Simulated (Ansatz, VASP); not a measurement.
## GaN in VASP and in Ansatz

```
Ga N
1.0
     0.00000    2.24406    2.24406
     2.24406    0.00000    2.24406
     2.24406    2.24406    0.00000
Ga N
1 1
Direct
  0.00000 0.00000 0.00000
  0.75000 0.75000 0.75000
```

Alike in both runs: functional r2SCAN; dispersion rVV10; k mesh 7 × 7 × 7; no spin polarisation.

Ansatz relaxed the structure, and its values are those at the end. VASP's run is a single point on that final structure, the one shown.

|  | VASP | Ansatz |
| --- | --- | --- |
| version | VASP 6.6.1 | Ansatz 0.2.0 |
| potentials or method | VASP PAW PBE potentials, release 64 (Ga_d, N), cutoff 520 eV | plane waves, PAW |
| occupations | gaussian, width 0.01 eV | fixed |
| valence electrons in the cell | 18 | 18 |

|  | VASP | Ansatz | Ansatz less VASP |
| --- | --- | --- | --- |
| pressure (GPa) | 1.2 | 0.0 | -1.22 |

VASP's potentials were made for PBE, not for r2SCAN.
